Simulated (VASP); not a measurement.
# AlGaN2 (P-4m2) in VASP: further runs

AlGaN2 is run at these levels: r2SCAN; tasks: single point.

Program: VASP 6.6.1. These are calculated values, not measurements. Logs are shortened: lines on timing, memory, paths and dates and some standing lists are left out, and cuts for length are marked.

## Step 1: The cell of the first run

The structure is tetragonal, space group P-4m2 (No. 115). The conventional cell has a = 3.040 Å, b = 3.040 Å, c = 4.712 Å, α = 90.00°, β = 90.00°, γ = 90.00°. Al (site symmetry -4m2) has 4 N at 1.89 Å within 2.5 Å. Ga (site symmetry -4m2) has 4 N at 1.96 Å within 2.6 Å. N (site symmetry 2mm) has 2 Al at 1.89 Å and 2 Ga at 1.96 Å within 2.5 Å.

## Step 2: Single point, r2SCAN

File POSCAR:

```
AlGaN2
1.0
    3.0403825262      0.0000000000      0.0000000000
    0.0000000000      3.0403825262      0.0000000000
    0.0000000000      0.0000000000      4.7124732336
Al Ga N
1 1 2
Direct
    0.5000000000      0.5000000000      0.5000000000
    0.0000000000      0.0000000000      0.0000000000
    0.5000000000      0.0000000000      0.7390831718
    0.0000000000      0.5000000000      0.2609168282
```

File INCAR.step1:

```
ALGO = Normal ; EDIFF = 1E-4
ENCUT = 520 ; GGA = PE
ISMEAR = 0 ; LASPH = True
LCHARG = False ; LREAL = False
LWAVE = True ; NBANDS = 21
NELM = 80 ; PREC = Accurate
SIGMA = 0.05
```

File INCAR.step2:

```
ALGO = Normal ; EDIFF = 1E-6
ENCUT = 520 ; ISIF = 2
ISMEAR = 0 ; ISTART = 1
LASPH = True ; LCHARG = False
LMIXTAU = True ; LREAL = False
LWAVE = False ; METAGGA = R2SCAN
NBANDS = 21 ; NELM = 80
PREC = Accurate ; SIGMA = 0.05
```

File KPOINTS:

```
k-points
0
Gamma
  8 8 6
```

Potentials or basis: VASP PAW PBE potentials, release 64 (Al, Ga_d, N).

The run is started by

```console
$ cat potpaw_PBE.64/Al/POTCAR potpaw_PBE.64/Ga_d/POTCAR potpaw_PBE.64/N/POTCAR > POTCAR
$ cp INCAR.step1 INCAR
$ mpirun -np 1 vasp_std > vasp.out
$ cp INCAR.step2 INCAR
$ mpirun -np 1 vasp_std > vasp.out
```

OUTCAR:

```text
EDIFF = 1E-6
   ENCUT = 520
   ISIF = 2
   ISMEAR = 0
   ISTART = 1
   LASPH = True
   LREAL = False
   METAGGA = R2SCAN
   NELM = 80
   PREC = Accurate

 ion  position               nearest neighbor table
   1  0.500  0.500  0.500-   3 1.89   4 1.89   3 1.89   4 1.89
   2  0.000  0.000  0.000-   3 1.96   4 1.96   4 1.96   3 1.96
   3  0.500  0.000  0.739-   1 1.89   1 1.89   2 1.96   2 1.96
   4  0.000  0.500  0.261-   1 1.89   1 1.89   2 1.96   2 1.96

  LATTYP: Found a simple tetragonal cell.
 ALAT       =     3.0403825262
 C/A-ratio  =     1.5499606359

  Lattice vectors:

 A1 = (   3.0403825262,   0.0000000000,   0.0000000000)
 A2 = (   0.0000000000,   3.0403825262,   0.0000000000)
 A3 = (   0.0000000000,   0.0000000000,   4.7124732336)

Analysis of symmetry for initial positions (statically):
=====================================================================
 Subroutine PRICEL returns:
 Original cell was already a primitive cell.

 Routine SETGRP: Setting up the symmetry group for a
 simple tetragonal supercell.

 Subroutine GETGRP returns: Found  8 space group operations
 (whereof  8 operations were pure point group operations)
 out of a pool of 16 trial point group operations.

The static configuration has the point symmetry D_2d.

Analysis of symmetry for dynamics (positions and initial velocities):
=====================================================================
 Subroutine PRICEL returns:
 Original cell was already a primitive cell.

 Routine SETGRP: Setting up the symmetry group for a
 simple tetragonal supercell.

 Subroutine GETGRP returns: Found  8 space group operations
 (whereof  8 operations were pure point group operations)
 out of a pool of 16 trial point group operations.

The dynamic configuration has the point symmetry D_2d.

 Subroutine INISYM returns: Found  8 space group operations
 (whereof  8 operations are pure point group operations),
 and found     1 'primitive' translations

----------------------------------------------------------------------------------------

                                     Primitive cell

  volume of cell :      43.5618

  direct lattice vectors                    reciprocal lattice vectors
     3.040382526  0.000000000  0.000000000     0.328905982  0.000000000  0.000000000
     0.000000000  3.040382526  0.000000000     0.000000000  0.328905982  0.000000000
     0.000000000  0.000000000  4.712473234     0.000000000  0.000000000  0.212202797

  length of vectors
     3.040382526  3.040382526  4.712473234     0.328905982  0.328905982  0.212202797

  position of ions in fractional coordinates (direct lattice)
     0.500000000  0.500000000  0.500000000
     0.000000000  0.000000000  0.000000000
     0.500000000  0.000000000  0.739083172
     0.000000000  0.500000000  0.260916828

  ion indices of the primitive-cell ions
   primitive index   ion index
                 1           1
                 2           2
                 3           3
                 4           4

----------------------------------------------------------------------------------------

 KPOINTS: k-points

Automatic generation of k-mesh.
 Grid dimensions read from file:
 generate k-points for:    8    8    6

 Generating k-lattice:

  Cartesian coordinates                     Fractional coordinates (reciprocal lattice)
     0.041113248  0.000000000  0.000000000     0.125000000  0.000000000  0.000000000
     0.000000000  0.041113248  0.000000000     0.000000000  0.125000000  0.000000000
     0.000000000  0.000000000  0.035367133     0.000000000  0.000000000  0.166666667

  Length of vectors
     0.041113248  0.041113248  0.035367133

  Shift w.r.t. Gamma in fractional coordinates (k-lattice)
     0.000000000  0.000000000  0.000000000

 Subroutine IBZKPT returns following result:
 ===========================================

 Found     60 irreducible k-points:

 Following reciprocal coordinates:
            Coordinates               Weight
  0.000000  0.000000  0.000000      1.000000
  0.125000  0.000000  0.000000      4.000000
  0.250000  0.000000  0.000000      4.000000
  0.375000  0.000000  0.000000      4.000000
  0.500000  0.000000  0.000000      2.000000
  0.125000  0.125000  0.000000      4.000000
[... 16 lines left out ...]
  0.375000  0.125000  0.166667     16.000000
  0.500000  0.125000  0.166667      8.000000
 [... further k-points ...]
   k-points           NKPTS =     60   k-points in BZ     NKDIM =     60   number of bands    NBANDS=     21
   number of dos      NEDOS =    301   number of ions     NIONS =      4
   total plane-waves  NPLWV =  20736
   dimension x,y,z NGX =    24 NGY =   24 NGZ =   36
   dimension x,y,z NGXF=    48 NGYF=   48 NGZF=   72
   ions per type =               1   1   2
   NGX,Y,Z   is equivalent  to a cutoff of  13.12, 13.12, 12.70 a.u.
   NGXF,Y,Z  is equivalent  to a cutoff of  26.25, 26.25, 25.40 a.u.
 SYSTEM =  unknown system
   PREC   = accura    normal or accurate (medium, high low for compatibility)
   ISTART =      1    job   : 0-new  1-cont  2-samecut
   ICHARG =      0    charge: 1-file 2-atom 10-const
   ISPIN  =      1    spin polarized calculation?
   LNONCOLLINEAR =      F non collinear calculations
   LSORBIT =      F    spin-orbit coupling
   LASPH  =      T    aspherical Exc in radial PAW
   ENCUT  =  520.0 eV  38.22 Ry    6.18 a.u.   5.65  5.65  8.76*2*pi/ulx,y,z
   NELM   =     80;   NELMIN=  2; NELMDL=  0     # of ELM steps
   EDIFF  = 0.1E-05   stopping-criterion for ELM
   LREAL  =      F    real-space projection
   EDIFFG = 0.1E-04   stopping-criterion for IOM
   NSW    =      0    number of steps for IOM
   IBRION =     -1    ionic relax: 0-MD 1-quasi-New 2-CG
   NFREE  =      0    steps in history (QN), initial steepest desc. (CG)
   ISIF   =      2    stress and relaxation
   ISYM   =      2    0-nonsym 1-usesym 2-fastsym
   POTIM  = 0.5000    time-step for ionic-motion
   TEBEG  =    0.0;   TEEND  =   0.0 temperature during run
   PSTRESS=    0.0 pullay stress
   NELECT =      26.0000    total number of electrons
   NUPDOWN=      -1.0000    fix difference up-down
   EMIN   =  10.00;   EMAX   =-10.00  energy-range for DOS
   EFERMI =   0.00;   METHOD = LEGACY
   ISMEAR =     0;   SIGMA  =   0.05  broadening in eV -4-tet -1-fermi 0-gaus
   EFERMI_NEDOS =   21; number of points for ismear=-14 and -15
   IALGO  =     38    algorithm
   IMIX   =      4    mixing-type and parameters
     AMIX     =   0.40;   BMIX     =  1.00
     AMIX_MAG =   1.60;   BMIX_MAG =  1.00
  volume/ion in A,a.u.               =      10.89        73.49
  Fermi-wavevector in a.u.,A,eV,Ry     =   1.378365  2.604732 25.849565  1.899889
  Thomas-Fermi vector in A             =   2.503433
   LORBIT       =      0    0 simple, 1 ext, 2 COOP (PROOUT), +10 PAW based schemes
   METAGGA = R2SCAN    functional components
   LHFCALC =     F    Hartree Fock is set to
   AEXX    =    0.0000 exact exchange contribution
   IVDW    =     0    specifies the selected vdW correction
   LEPSILON=     F    determine dielectric tensor
   LRPA    =     F    only Hartree local field effects (RPA)
 non-spin polarized calculation
 Gauss-broadening in eV      SIGMA  =   0.05
  energy-cutoff  :      520.00
  volume of cell :       43.56
 maximum number of plane-waves:      1200
 NGX is ok and might be reduce to    24

 number of electron      26.0000004 magnetization

 Free energy of the ion-electron system (eV)
  ---------------------------------------------------
  ext. energy  EPLUGINS =         0.00000000
  ---------------------------------------------------
  free energy    TOTEN  =       -40.94183534 eV

  energy without entropy =      -40.94183534  energy(sigma->0) =      -40.94183534

 E-fermi :   5.8882     XC(G=0): -12.0840

 val. band max:        5.5795291894   @ k =   0.0000   0.0000   0.0000
 cond. band min:       8.7459318307   @ k =   0.0000   0.0000   0.0000
 fundamental gap:      3.1664026412
 Fermi energy:         5.8882159342

 k-point     1 :       0.0000    0.0000    0.0000
  band No.  band energies     occupation
      1     -10.8779      2.00000
      2      -9.3518      2.00000
      3      -7.9260      2.00000
      4      -7.9260      2.00000
      5      -7.8668      2.00000
      6      -7.7450      2.00000
[... 13 lines left out ...]
     20      18.1070      0.00000
     21      21.9178      0.00000

 k-point     2 :       0.1250    0.0000    0.0000
  band No.  band energies     occupation
      1     -10.7357      2.00000
      2      -9.3464      2.00000
      3      -7.9518      2.00000
      4      -7.9228      2.00000
      5      -7.8358      2.00000
      6      -7.7578      2.00000
[... 13 lines left out ...]
     20      18.1157      0.00000
     21      21.4478      0.00000

 k-point     3 :       0.2500    0.0000    0.0000
  band No.  band energies     occupation
      1     -10.3567      2.00000
      2      -9.3460      2.00000
      3      -7.9602      2.00000
      4      -7.9153      2.00000
      5      -7.7884      2.00000
      6      -7.7480      2.00000
[... 13 lines left out ...]
     20      18.1656      0.00000
     21      20.4438      0.00000
[... 457 lines left out ...]
 k-point    23 :       0.3750    0.1250    0.1667
  band No.  band energies     occupation
      1      -9.7813      2.00000
      2      -9.3630      2.00000
      3      -7.9338      2.00000
      4      -7.8597      2.00000
      5      -7.8391      2.00000
      6      -7.4898      2.00000
[... 13 lines left out ...]
     20      18.3803      0.00000
     21      19.3020      0.00000

 k-point    24 :       0.5000    0.1250    0.1667
  band No.  band energies     occupation
      1      -9.5885      2.00000
      2      -9.3933      2.00000
      3      -7.9237      2.00000
      4      -7.8558      2.00000
      5      -7.8391      2.00000
      6      -7.2428      2.00000
[... 13 lines left out ...]
     20      18.6260      0.00000
     21      19.0648      0.00000

 [... further k-points ...]

------------------------ aborting loop because EDIFF is reached ----------------------------------------

  FORCE on cell =-STRESS in cart. coord.  units (eV):
  Direction    XX          YY          ZZ          XY          YZ          ZX
  --------------------------------------------------------------------------------------
  -------------------------------------------------------------------------------------
  Total        1.4711773      1.4711773     -3.0728186      0.0000000      0.0000000      0.0000000
  in kB       54.1090912     54.1090912   -113.0165762      0.0000000      0.0000000      0.0000000
  external PRESSURE =      -1.5994646 kB  Pullay stress =       0.0000000 kB

 VOLUME and BASIS-vectors are now :
 -----------------------------------------------------------------------------
  energy-cutoff  :      520.00
  volume of cell :       43.56
      direct lattice vectors                 reciprocal lattice vectors
     3.040382526  0.000000000  0.000000000     0.328905982  0.000000000  0.000000000
     0.000000000  3.040382526  0.000000000     0.000000000  0.328905982  0.000000000
     0.000000000  0.000000000  4.712473234     0.000000000  0.000000000  0.212202797

 POSITION                                       TOTAL-FORCE (eV/Angst)
 -----------------------------------------------------------------------------------
      1.52019      1.52019      2.35624         0.000000     -0.000000      0.000000
      0.00000      0.00000      0.00000        -0.000000      0.000000      0.000000
      1.52019      0.00000      3.48291         0.000000      0.000000      0.051175
      0.00000      1.52019      1.22956         0.000000      0.000000     -0.051175
 -----------------------------------------------------------------------------------
    total drift:                               -0.000000      0.000000     -0.000000

  FREE ENERGIE OF THE ION-ELECTRON SYSTEM (eV)
  ---------------------------------------------------
  free  energy   TOTEN  =       -40.9418353364 eV

  energy  without entropy=      -40.9418353364  energy(sigma->0) =      -40.94183534
```

Wall time 3.7 min (1 thread of Intel Xeon 8259CL, shared host); peak memory 0.2 GiB.

What came out:

- Free energy: -40.9418 eV
- Pressure: -0.2 GPa
- Largest force: 0.051 eV/Å
- Band gap on the k mesh: 3.17 eV

Forces on the atoms (eV/Å):
```
Al   0.000  0.000  0.000
Ga   0.000  0.000  0.000
N    0.000  0.000  0.051
N    0.000  0.000 -0.051
```

Stress tensor (GPa, compression positive):
```
  5.41   0.00   0.00
  0.00   5.41   0.00
  0.00   0.00 -11.30
```

Levels at points of the mesh, in eV from the valence-band top:
```csv
k point,band 9,band 10,band 11,band 12,band 13,band 14,band 15,band 16,band 17,band 18
"(0.00, 0.00, 0.00)",-2.02,-2.02,-0.69,0.00,0.00,3.17,4.34,9.27,11.90,11.90
"(0.50, 0.00, 0.00)",-4.87,-3.51,-3.49,-0.79,-0.37,7.65,7.71,9.39,9.68,9.93
"(0.50, 0.50, 0.00)",-4.92,-2.72,-2.71,-2.71,-2.71,3.53,3.53,6.24,9.03,13.72
"(0.00, 0.00, 0.50)",-3.22,-1.41,-1.41,-0.80,-0.80,5.62,5.69,8.33,10.67,11.64
"(0.50, 0.00, 0.50)",-6.44,-1.41,-1.28,-0.78,-0.30,5.33,6.73,9.96,10.26,10.62
"(0.50, 0.50, 0.50)",-4.45,-4.12,-3.46,-3.37,-3.37,6.10,6.10,9.11,10.25,10.25
```

Caveat: the PAW data sets were made with another functional, which shifts forces and pressure a little. A k mesh can miss the band edges.

## Step 3: Single point, r2SCAN

This run uses another cell than the first one, of the same volume but with other edges.

File POSCAR:

```
AlGaN2
1.0
    3.1815252811      0.0000000000      0.0000000000
    0.0000000000      3.1815252811      0.0000000000
    0.0000000000      0.0000000000      4.3036267180
Al Ga N
1 1 2
Direct
    0.5000000000      0.5000000000      0.5000000000
    0.0000000000      0.0000000000      0.0000000000
    0.5000000000      0.0000000000      0.7390831718
    0.0000000000      0.5000000000      0.2609168282
```

File INCAR.step1:

```
PREC = Accurate ; ENCUT = 520
ISMEAR = 0 ; SIGMA = 0.05
LREAL = False ; LASPH = True
NELM = 80 ; NBANDS = 21
GGA = PE ; ALGO = Normal
EDIFF = 1E-4 ; LWAVE = True
LCHARG = False
```

File INCAR.step2:

```
PREC = Accurate ; ENCUT = 520
EDIFF = 1E-6 ; ISMEAR = 0
SIGMA = 0.05 ; LREAL = False
LASPH = True ; NELM = 80
ALGO = Normal ; ISIF = 2
LWAVE = False ; LCHARG = True
METAGGA = R2SCAN ; LMIXTAU = True
LELF = True ; LVHAR = True
NBANDS = 21 ; ISTART = 1
```

File KPOINTS:

```
Automatic mesh
0
Gamma
  8 8 6
```

Potentials or basis: VASP PAW PBE potentials, release 64 (Al, Ga_d, N).

The run is started by

```console
$ cat potpaw_PBE.64/Al/POTCAR potpaw_PBE.64/Ga_d/POTCAR potpaw_PBE.64/N/POTCAR > POTCAR
$ cp INCAR.step1 INCAR
$ mpirun -np 1 vasp_std > vasp.out
$ cp INCAR.step2 INCAR
$ mpirun -np 1 vasp_std > vasp.out
```

It took 3.3 min on 1 thread of Intel Xeon 8259CL, shared host; peak memory 0.2 GiB.

The run converged. Its results:

- Free energy: -41.0543 eV
- Pressure: 0.1 GPa
- Largest force: 0.157 eV/Å
- Band gap on the k mesh: 3.42 eV

Forces on the atoms (eV/Å):
```
Al   0.000  0.000  0.000
Ga   0.000  0.000  0.000
N    0.000  0.000 -0.157
N    0.000  0.000  0.157
```

Stress tensor (GPa, compression positive):
```
-1.60  0.00  0.00
 0.00 -1.60  0.00
 0.00  0.00  3.54
```

Levels at points of the mesh, in eV from the valence-band top:
```tsv
k point	band 11	band 12	band 13	band 14	band 15	band 16
(0.00, 0.00, 0.00)	-0.06	0.00	0.00	3.42	4.00	7.97
(0.50, 0.00, 0.00)	-2.65	-1.16	-0.81	7.76	7.80	8.49
(0.50, 0.50, 0.00)	-2.16	-2.16	-2.13	3.98	3.98	7.34
(0.00, 0.00, 0.50)	-1.72	-1.08	-1.08	5.95	6.17	8.64
(0.50, 0.00, 0.50)	-0.74	-0.66	-0.37	5.85	7.30	10.06
(0.50, 0.50, 0.50)	-3.31	-3.21	-3.21	7.10	7.10	9.76
```

Caveat: the PAW data sets were made with another functional, which shifts forces and pressure a little.

## Step 4: Single point, r2SCAN

This run uses another cell than the first one, of the same volume but with other edges.

File POSCAR:

```
AlGaN2
1.0
    3.0878961777      0.0000000000      0.0000000000
    0.0000000000      3.0878961777      0.0000000000
    0.0000000000      0.0000000000      4.5685667265
Al Ga N
1 1 2
Direct
    0.5000000000      0.5000000000      0.5000000000
    0.0000000000      0.0000000000      0.0000000000
    0.5000000000      0.0000000000      0.7390831718
    0.0000000000      0.5000000000      0.2609168282
```

File INCAR.step1:

```
  PREC = Accurate
  ENCUT = 520
  ISMEAR = 0
  SIGMA = 0.05
  LREAL = False
  LASPH = True
  NELM = 80
  NBANDS = 21
  GGA = PE
  ALGO = Normal
  EDIFF = 1E-4
  LWAVE = True
  LCHARG = False
```

File INCAR.step2:

```
  PREC = Accurate
  ENCUT = 520
  EDIFF = 1E-6
  ISMEAR = 0
  SIGMA = 0.05
  LREAL = False
  LASPH = True
  NELM = 80
  ALGO = Normal
  ISIF = 2
  LWAVE = False
  LCHARG = False
  METAGGA = R2SCAN
  LMIXTAU = True
  NBANDS = 21
  ISTART = 1
```

KPOINTS is that of step 3.

The run is started by

```console
$ cat potpaw_PBE.64/Al/POTCAR potpaw_PBE.64/Ga_d/POTCAR potpaw_PBE.64/N/POTCAR > POTCAR
$ cp INCAR.step1 INCAR
$ mpirun -np 1 vasp_std > vasp.out
$ cp INCAR.step2 INCAR
$ mpirun -np 1 vasp_std > vasp.out
```

Wall time 3.4 min (1 thread of Intel Xeon 8259CL, shared host); peak memory 0.2 GiB.

Results (log left out):

| Item | Value |
| --- | --- |
| Free energy | -41.0427 eV |
| Pressure | 0.3 GPa |
| Largest force | 0.013 eV/Å |
| Band gap on the k mesh | 3.29 eV |

Forces in eV/Å, atoms in the order of the input:
```
Al   0.000  0.000  0.000
Ga   0.000  0.000  0.000
N    0.000  0.000 -0.013
N    0.000  0.000  0.013
```

Stress tensor (GPa, compression positive):
```
 2.80  0.00  0.00
 0.00  2.80  0.00
 0.00  0.00 -4.78
```

Levels at points of the mesh, in eV from the valence-band top:
```
           k point  band 11  band 12  band 13  band 14  band 15  band 16
(0.00, 0.00, 0.00)    -0.44     0.00     0.00     3.29     4.21     8.85
(0.50, 0.00, 0.00)    -3.21    -0.92    -0.51     7.76     7.82     9.08
(0.50, 0.50, 0.00)    -2.52    -2.51    -2.51     3.68     3.68     6.62
(0.00, 0.00, 0.50)    -1.52    -0.89    -0.89     5.74     5.79     8.61
(0.50, 0.00, 0.50)    -0.94    -0.90    -0.42     5.65     7.13     9.99
(0.50, 0.50, 0.50)    -3.40    -3.30    -3.30     6.42     6.42     9.40
```

Caveat: the PAW data sets were made with another functional, which shifts forces and pressure a little. A k mesh can miss the band edges.

[end of part 1 of 2]
